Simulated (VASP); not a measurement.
# Cu (Fm-3m) in VASP: notebook

Cu is run at these levels: PBE; tasks: single point.

All numbers are computed with VASP 6.6.1; they aren't measurements. Logs are shortened: lines on timing, memory, paths and dates and some standing lists are left out, and cuts for length are marked.

## Step 1: The cell of the first run

It takes space group Fm-3m (No. 225, cubic). The conventional cell has a = 3.629 Å, b = 3.629 Å, c = 3.629 Å, α = 90.00°, β = 90.00°, γ = 90.00°. Within 3.4 Å of Cu (site symmetry m-3m) lie 12 Cu at 2.57 Å.

## Step 2: Single point, PBE

Contents of INCAR:

```
SYSTEM = Cu
PREC     = Accurate       ! precision mode
ENCUT    = 520            ! plane-wave cutoff, eV
EDIFF    = 1E-7           ! SCF threshold, eV
ISMEAR   = 1              ! smearing method
SIGMA    = 0.6            ! smearing width, eV
LREAL    = .False.        ! projectors in reciprocal space
LASPH    = .True.         ! aspherical terms in the spheres
NELM     = 100            ! most SCF steps
ALGO     = Normal         ! electronic algorithm
ISIF     = 2              ! what is computed and relaxed
LWAVE    = .False.        ! write WAVECAR
LCHARG   = .True.         ! write CHGCAR
GGA      = PE             ! functional
LELF     = .True.         ! ELF
LVHAR    = .True.       
NBANDS   = 12             ! bands
```

Contents of KPOINTS:

```
regular mesh
0
Gamma
  15 15 15
  0 0 0
```

Contents of POSCAR:

```
Cu
1.0
    0.0000000000      1.8145751207      1.8145751207
    1.8145751207      0.0000000000      1.8145751207
    1.8145751207      1.8145751207      0.0000000000
Cu
1
Direct
    0.0000000000      0.0000000000      0.0000000000
```

Potentials or basis: VASP PAW PBE potentials, release 64 (Cu).

Launch:

```
$ cat potpaw_PBE.64/Cu/POTCAR > POTCAR
$ mpirun -np 1 vasp_std > vasp.out
```

OUTCAR:

```text
SYSTEM = Cu
   PREC = Accurate
   ENCUT = 520
   EDIFF = 1E-7
   ISMEAR = 1
   LREAL = .False.
   LASPH = .True.
   NELM = 100
   ISIF = 2
   GGA = PE

 ion  position               nearest neighbor table
   1  0.000  0.000  0.000-

  LATTYP: Found a face centered cubic cell.
 ALAT       =     3.6291502414

  Lattice vectors:

 A1 = (   0.0000000000,   1.8145751207,   1.8145751207)
 A2 = (   1.8145751207,   0.0000000000,   1.8145751207)
 A3 = (   1.8145751207,   1.8145751207,   0.0000000000)

Analysis of symmetry for initial positions (statically):
=====================================================================
 Subroutine PRICEL returns:
 Original cell was already a primitive cell.

 Routine SETGRP: Setting up the symmetry group for a
 face centered cubic supercell.

 Subroutine GETGRP returns: Found 48 space group operations
 (whereof 48 operations were pure point group operations)
 out of a pool of 48 trial point group operations.

The static configuration has the point symmetry O_h .

Analysis of symmetry for dynamics (positions and initial velocities):
=====================================================================
 Subroutine PRICEL returns:
 Original cell was already a primitive cell.

 Routine SETGRP: Setting up the symmetry group for a
 face centered cubic supercell.

 Subroutine GETGRP returns: Found 48 space group operations
 (whereof 48 operations were pure point group operations)
 out of a pool of 48 trial point group operations.

The dynamic configuration has the point symmetry O_h .

 Subroutine INISYM returns: Found 48 space group operations
 (whereof 48 operations are pure point group operations),
 and found     1 'primitive' translations

----------------------------------------------------------------------------------------

                                     Primitive cell

  volume of cell :      11.9496

  direct lattice vectors                    reciprocal lattice vectors
     0.000000000  1.814575121  1.814575121    -0.275546597  0.275546597  0.275546597
     1.814575121  0.000000000  1.814575121     0.275546597 -0.275546597  0.275546597
     1.814575121  1.814575121  0.000000000     0.275546597  0.275546597 -0.275546597

  length of vectors
     2.566196746  2.566196746  2.566196746     0.477260706  0.477260706  0.477260706

  position of ions in fractional coordinates (direct lattice)
     0.000000000  0.000000000  0.000000000

  ion indices of the primitive-cell ions
   primitive index   ion index
                 1           1

----------------------------------------------------------------------------------------

 KPOINTS: regular mesh

Automatic generation of k-mesh.
 Grid dimensions read from file:
 generate k-points for:   15   15   15

 Generating k-lattice:

  Cartesian coordinates                     Fractional coordinates (reciprocal lattice)
    -0.018369773  0.018369773  0.018369773     0.066666667  0.000000000  0.000000000
     0.018369773 -0.018369773  0.018369773     0.000000000  0.066666667  0.000000000
     0.018369773  0.018369773 -0.018369773     0.000000000  0.000000000  0.066666667

  Length of vectors
     0.031817380  0.031817380  0.031817380

  Shift w.r.t. Gamma in fractional coordinates (k-lattice)
     0.000000000  0.000000000  0.000000000

 Subroutine IBZKPT returns following result:
 ===========================================

 Found    120 irreducible k-points:

 Following reciprocal coordinates:
            Coordinates               Weight
  0.000000  0.000000  0.000000      1.000000
  0.066667  0.000000  0.000000      8.000000
  0.133333  0.000000  0.000000      8.000000
  0.200000  0.000000  0.000000      8.000000
  0.266667  0.000000  0.000000      8.000000
  0.333333  0.000000  0.000000      8.000000
[... 16 lines left out ...]
  0.133333  0.133333  0.000000      6.000000
  0.200000  0.133333  0.000000     24.000000
 [... further k-points ...]
   k-points           NKPTS =    120   k-points in BZ     NKDIM =    120   number of bands    NBANDS=     12
   number of dos      NEDOS =    301   number of ions     NIONS =      1
   total plane-waves  NPLWV =   8000
   dimension x,y,z NGX =    20 NGY =   20 NGZ =   20
   dimension x,y,z NGXF=    40 NGYF=   40 NGZF=   40
   ions per type =               1
   NGX,Y,Z   is equivalent  to a cutoff of  12.96, 12.96, 12.96 a.u.
   NGXF,Y,Z  is equivalent  to a cutoff of  25.91, 25.91, 25.91 a.u.
 SYSTEM =  Cu
   PREC   = accura    normal or accurate (medium, high low for compatibility)
   ISTART =      0    job   : 0-new  1-cont  2-samecut
   ICHARG =      2    charge: 1-file 2-atom 10-const
   ISPIN  =      1    spin polarized calculation?
   LNONCOLLINEAR =      F non collinear calculations
   LSORBIT =      F    spin-orbit coupling
   LASPH  =      T    aspherical Exc in radial PAW
   ENCUT  =  520.0 eV  38.22 Ry    6.18 a.u.   4.77  4.77  4.77*2*pi/ulx,y,z
   NELM   =    100;   NELMIN=  2; NELMDL= -5     # of ELM steps
   EDIFF  = 0.1E-06   stopping-criterion for ELM
   LREAL  =      F    real-space projection
   EDIFFG = 0.1E-05   stopping-criterion for IOM
   NSW    =      0    number of steps for IOM
   IBRION =     -1    ionic relax: 0-MD 1-quasi-New 2-CG
   NFREE  =      0    steps in history (QN), initial steepest desc. (CG)
   ISIF   =      2    stress and relaxation
   ISYM   =      2    0-nonsym 1-usesym 2-fastsym
   POTIM  = 0.5000    time-step for ionic-motion
   TEBEG  =    0.0;   TEEND  =   0.0 temperature during run
   PSTRESS=    0.0 pullay stress
   NELECT =      11.0000    total number of electrons
   NUPDOWN=      -1.0000    fix difference up-down
   EMIN   =  10.00;   EMAX   =-10.00  energy-range for DOS
   EFERMI =   0.00;   METHOD = LEGACY
   ISMEAR =     1;   SIGMA  =   0.60  broadening in eV -4-tet -1-fermi 0-gaus
   EFERMI_NEDOS =   21; number of points for ismear=-14 and -15
   IALGO  =     38    algorithm
   IMIX   =      4    mixing-type and parameters
     AMIX     =   0.40;   BMIX     =  1.00
     AMIX_MAG =   1.60;   BMIX_MAG =  1.00
  volume/ion in A,a.u.               =      11.95        80.64
  Fermi-wavevector in a.u.,A,eV,Ry     =   1.592529  3.009444 34.506411  2.536150
  Thomas-Fermi vector in A             =   2.690900
   LORBIT       =      0    0 simple, 1 ext, 2 COOP (PROOUT), +10 PAW based schemes
   GGA     = PE    functional components
   LHFCALC =     F    Hartree Fock is set to
   AEXX    =    0.0000 exact exchange contribution
   IVDW    =     0    specifies the selected vdW correction
   LEPSILON=     F    determine dielectric tensor
   LRPA    =     F    only Hartree local field effects (RPA)
 non-spin polarized calculation
 Methfessel and Paxton  Order N= 1 SIGMA  =   0.60
  energy-cutoff  :      520.00
  volume of cell :       11.95
 maximum number of plane-waves:       332
   NGX =  9   NGY =  9   NGZ =  9

 number of electron      10.9999998 magnetization

 Free energy of the ion-electron system (eV)
  ---------------------------------------------------
  ext. energy  EPLUGINS =         0.00000000
  ---------------------------------------------------
  free energy    TOTEN  =        -3.72690055 eV

  energy without entropy =       -3.72797817  energy(sigma->0) =       -3.72725976

 E-fermi :   7.4759     XC(G=0): -12.6580

 val. band max:        7.4378913904   @ k =   0.4667   0.4000   0.0667
 cond. band min:       7.5238039318   @ k =  -0.4000   0.1333   0.0000
 fundamental gap:      0.0859125414
 Fermi energy:         7.4758978949

 k-point     1 :       0.0000    0.0000    0.0000
  band No.  band energies     occupation
      1      -1.8213      2.00000
      2       4.4488      2.00000
      3       4.4488      2.00000
      4       4.4488      2.00000
      5       5.2558      2.00000
      6       5.2558      2.00000
      7      29.9413      0.00000
      8      32.4946      0.00000
      9      32.4946      0.00000
     10      32.4946      0.00000
     11      34.9773      0.00000
     12      34.9774      0.00000

 k-point     2 :       0.0667    0.0000    0.0000
  band No.  band energies     occupation
      1      -1.6608      2.00000
      2       4.4154      2.00000
      3       4.4787      2.00000
      4       4.4787      2.00000
      5       5.2442      2.00000
      6       5.2442      2.00000
      7      28.8966      0.00000
      8      30.9576      0.00000
      9      32.0030      0.00000
     10      32.0030      0.00000
     11      35.6971      0.00000
     12      35.6971      0.00000

 k-point     3 :       0.1333    0.0000    0.0000
  band No.  band energies     occupation
      1      -1.1871      2.00000
      2       4.3289      2.00000
      3       4.5501      2.00000
      4       4.5501      2.00000
      5       5.2265      2.00000
      6       5.2265      2.00000
      7      25.6906      0.00000
      8      30.5041      0.00000
      9      31.1971      0.00000
     10      31.1971      0.00000
     11      36.8663      0.00000
     12      37.0419      0.00000
[... 286 lines left out ...]
 k-point    23 :       0.1333    0.1333    0.0000
  band No.  band energies     occupation
      1      -0.9783      2.00000
      2       4.2117      2.00000
      3       4.6462      2.00000
      4       4.6462      2.00000
      5       5.0487      2.00000
      6       5.3434      2.00001
      7      28.0443      0.00000
      8      28.2480      0.00000
      9      28.2480      0.00000
     10      30.0586      0.00000
     11      34.7584      0.00000
     12      38.6788      0.00000

 k-point    24 :       0.2000    0.1333    0.0000
  band No.  band energies     occupation
      1      -0.4218      2.00000
      2       4.0946      2.00000
      3       4.7142      2.00000
      4       4.7415      2.00000
      5       5.0112      2.00000
      6       5.3926      2.00001
      7      24.9440      0.00000
      8      27.1858      0.00000
      9      28.2680      0.00000
     10      30.3892      0.00000
     11      32.9832      0.00000
     12      38.7671      0.00000

 [... further k-points ...]

------------------------ aborting loop because EDIFF is reached ----------------------------------------

  FORCE on cell =-STRESS in cart. coord.  units (eV):
  Direction    XX          YY          ZZ          XY          YZ          ZX
  --------------------------------------------------------------------------------------
  -------------------------------------------------------------------------------------
  Total        0.0399914      0.0399914      0.0399914      0.0000000     -0.0000000      0.0000000
  in kB        5.3619421      5.3619421      5.3619421      0.0000000     -0.0000000      0.0000000
  external PRESSURE =       5.3619421 kB  Pullay stress =       0.0000000 kB

 VOLUME and BASIS-vectors are now :
 -----------------------------------------------------------------------------
  energy-cutoff  :      520.00
  volume of cell :       11.95
      direct lattice vectors                 reciprocal lattice vectors
     0.000000000  1.814575121  1.814575121    -0.275546597  0.275546597  0.275546597
     1.814575121  0.000000000  1.814575121     0.275546597 -0.275546597  0.275546597
     1.814575121  1.814575121  0.000000000     0.275546597  0.275546597 -0.275546597

 POSITION                                       TOTAL-FORCE (eV/Angst)
 -----------------------------------------------------------------------------------
      0.00000      0.00000      0.00000         0.000000     -0.000000      0.000000
 -----------------------------------------------------------------------------------
    total drift:                               -0.000000     -0.000000     -0.000000

  FREE ENERGIE OF THE ION-ELECTRON SYSTEM (eV)
  ---------------------------------------------------
  free  energy   TOTEN  =        -3.7269005545 eV

  energy  without entropy=       -3.7279781691  energy(sigma->0) =       -3.72725976
```

Run time: 36 s. Hardware: 1 thread of AMD EPYC 7R13, shared host; peak memory 0.1 GiB.

Results:

```yaml
Free_energy: -3.7269 eV
Pressure: 0.5 GPa
```

Levels at points of the mesh, in eV from the Fermi level:
| k point | band 3 | band 4 | band 5 | band 6 | band 7 | band 8 | band 9 | band 10 |
| --- | --- | --- | --- | --- | --- | --- | --- | --- |
| (0.00, 0.00, 0.00) | -3.03 | -3.03 | -2.22 | -2.22 | 22.47 | 25.02 | 25.02 | 25.02 |

## Step 3: Single point, PBE

Contents of INCAR:

```
SYSTEM = Cu
PREC = Accurate
ENCUT = 520
EDIFF = 1E-6
ISMEAR = 1
SIGMA = 1.0
LREAL = .False.
LASPH = .True.
NELM = 60
ALGO = Normal
ISIF = 2
LWAVE = .False.
LCHARG = .True.
GGA = PE
LELF = .True.
LVHAR = .True.
NBANDS = 12
```

KPOINTS is that of step 2.

POSCAR is that of step 2.

Potentials or basis: VASP PAW PBE potentials, release 64 (Cu).

Launch:

```
$ cat potpaw_PBE.64/Cu/POTCAR > POTCAR
$ mpirun -np 1 vasp_std > vasp.out
```

OUTCAR:

```text
SYSTEM = Cu
   PREC = Accurate
   ENCUT = 520
   EDIFF = 1E-6
   ISMEAR = 1
   LREAL = .False.
   LASPH = .True.
   NELM = 60
   ISIF = 2
   GGA = PE

 ion  position               nearest neighbor table
   1  0.000  0.000  0.000-

  LATTYP: Found a face centered cubic cell.
 ALAT       =     3.6291502414

  Lattice vectors:

 A1 = (   0.0000000000,   1.8145751207,   1.8145751207)
 A2 = (   1.8145751207,   0.0000000000,   1.8145751207)
 A3 = (   1.8145751207,   1.8145751207,   0.0000000000)

Analysis of symmetry for initial positions (statically):
=====================================================================
 Subroutine PRICEL returns:
 Original cell was already a primitive cell.

 Routine SETGRP: Setting up the symmetry group for a
 face centered cubic supercell.

 Subroutine GETGRP returns: Found 48 space group operations
 (whereof 48 operations were pure point group operations)
 out of a pool of 48 trial point group operations.

The static configuration has the point symmetry O_h .

Analysis of symmetry for dynamics (positions and initial velocities):
=====================================================================
 Subroutine PRICEL returns:
 Original cell was already a primitive cell.

 Routine SETGRP: Setting up the symmetry group for a
 face centered cubic supercell.

 Subroutine GETGRP returns: Found 48 space group operations
 (whereof 48 operations were pure point group operations)
 out of a pool of 48 trial point group operations.

The dynamic configuration has the point symmetry O_h .

 Subroutine INISYM returns: Found 48 space group operations
 (whereof 48 operations are pure point group operations),
 and found     1 'primitive' translations

----------------------------------------------------------------------------------------

                                     Primitive cell

  volume of cell :      11.9496

  direct lattice vectors                    reciprocal lattice vectors
[... 113 lines left out ...]
   IVDW    =     0    specifies the selected vdW correction
   LEPSILON=     F    determine dielectric tensor
   LRPA    =     F    only Hartree local field effects (RPA)
 non-spin polarized calculation
 Methfessel and Paxton  Order N= 1 SIGMA  =   1.00
  energy-cutoff  :      520.00
  volume of cell :       11.95
 maximum number of plane-waves:       332
   NGX =  9   NGY =  9   NGZ =  9

 number of electron      10.9999998 magnetization

 Free energy of the ion-electron system (eV)
  ---------------------------------------------------
  ext. energy  EPLUGINS =         0.00000000
  ---------------------------------------------------
  free energy    TOTEN  =        -3.71040062 eV

  energy without entropy =       -3.83909218  energy(sigma->0) =       -3.75329780

 E-fermi :   7.2956     XC(G=0): -12.6484

 val. band max:        7.2226603711   @ k =   0.4667   0.3333   0.0667
 cond. band min:       7.4652256451   @ k =   0.4667   0.2000   0.0000
 fundamental gap:      0.2425652740
 Fermi energy:         7.2956214474

 k-point     1 :       0.0000    0.0000    0.0000
  band No.  band energies     occupation
      1      -1.8176      2.00000
      2       4.5183      2.00061
      3       4.5183      2.00061
      4       4.5183      2.00061
      5       5.3302      2.01785
      6       5.3302      2.01785
      7      29.9400      0.00000
      8      32.5005      0.00000
      9      32.5005      0.00000
     10      32.5005      0.00000
     11      34.9959      0.00000
     12      34.9959      0.00000
[... 331 lines left out ...]
 k-point    24 :       0.2000    0.1333    0.0000
  band No.  band energies     occupation
      1      -0.4176      2.00000
      2       4.1611      2.00009
      3       4.7847      2.00220
      4       4.8121      2.00249
      5       5.0828      2.00758
      6       5.4676      2.02675
      7      24.9578     -0.00000
      8      27.1987     -0.00000
      9      28.2763      0.00000
     10      30.3951      0.00000
     11      32.9999      0.00000
     12      38.7747      0.00000

 [... further k-points ...]

------------------------ aborting loop because EDIFF is reached ----------------------------------------

  FORCE on cell =-STRESS in cart. coord.  units (eV):
  Direction    XX          YY          ZZ          XY          YZ          ZX
  --------------------------------------------------------------------------------------
  -------------------------------------------------------------------------------------
  Total       -0.0454128     -0.0454128     -0.0454128     -0.0000000     -0.0000000      0.0000000
  in kB       -6.0888319     -6.0888319     -6.0888319     -0.0000000     -0.0000000      0.0000000
  external PRESSURE =      -6.0888319 kB  Pullay stress =       0.0000000 kB

 VOLUME and BASIS-vectors are now :
 -----------------------------------------------------------------------------
  energy-cutoff  :      520.00
  volume of cell :       11.95
      direct lattice vectors                 reciprocal lattice vectors
     0.000000000  1.814575121  1.814575121    -0.275546597  0.275546597  0.275546597
     1.814575121  0.000000000  1.814575121     0.275546597 -0.275546597  0.275546597
     1.814575121  1.814575121  0.000000000     0.275546597  0.275546597 -0.275546597

 POSITION                                       TOTAL-FORCE (eV/Angst)
 -----------------------------------------------------------------------------------
      0.00000      0.00000      0.00000        -0.000000      0.000000      0.000000
 -----------------------------------------------------------------------------------
    total drift:                               -0.000000     -0.000000     -0.000000

  FREE ENERGIE OF THE ION-ELECTRON SYSTEM (eV)
  ---------------------------------------------------
  free  energy   TOTEN  =        -3.7104006167 eV

  energy  without entropy=       -3.8390921814  energy(sigma->0) =       -3.75329780
```

OSZICAR:

```text
N       E                     dE             d eps       ncg     rms          rms(c)
DAV:   1     0.429189549344E+02    0.42919E+02   -0.55094E+03  3204   0.154E+03
DAV:   2    -0.317813717879E+01   -0.46097E+02   -0.42483E+02  3012   0.203E+02
DAV:   3    -0.455995339811E+01   -0.13818E+01   -0.13698E+01  3388   0.401E+01
DAV:   4    -0.456853993666E+01   -0.85865E-02   -0.85854E-02  3272   0.284E+00
DAV:   5    -0.456862347885E+01   -0.83542E-04   -0.83541E-04  3400   0.286E-01    0.763E+00
DAV:   6    -0.411125761003E+01    0.45737E+00   -0.14971E+01  3476   0.719E+01    0.398E+00
DAV:   7    -0.372013722065E+01    0.39112E+00   -0.23371E+00  3456   0.287E+01    0.391E-01
DAV:   8    -0.371426913103E+01    0.58681E-02   -0.23200E-02  3504   0.303E+00    0.470E-01
DAV:   9    -0.371041667053E+01    0.38525E-02   -0.28147E-02  3516   0.285E+00    0.432E-02
DAV:  10    -0.371040395511E+01    0.12715E-04   -0.96791E-05  4280   0.159E-01    0.165E-02
DAV:  11    -0.371040051489E+01    0.34402E-05   -0.12237E-05  3604   0.626E-02    0.213E-04
DAV:  12    -0.371040061670E+01   -0.10181E-06   -0.76952E-08  1864   0.282E-03
   1 F= -.37104006E+01 E0= -.37532978E+01  d E =0.128692E+00
```

stdout:

```text
POSCAR found type information on POSCAR Cu
 POSCAR found :  1 types and       1 ions
 scaLAPACK will be used
 LDA part: xc-table for (Slater+PW92), standard interpolation
 POSCAR, INCAR and KPOINTS ok, starting setup
 FFT: planning ... GRIDC
 FFT: planning ... GRID_SOFT
 FFT: planning ... GRID
 WAVECAR not read
 entering main loop
```

Wall time 38 s (1 thread of AMD EPYC 7R13, shared host); peak memory 0.1 GiB.

What came out:

| Quantity | Value |
| --- | --- |
| Free energy | -3.7104 eV |
| Pressure | -0.6 GPa |

Levels at points of the mesh, in eV from the Fermi level:
```tsv
k point	band 3	band 4	band 5	band 6	band 7	band 8	band 9	band 10
(0.00, 0.00, 0.00)	-2.78	-2.78	-1.97	-1.97	22.64	25.20	25.20	25.20
```
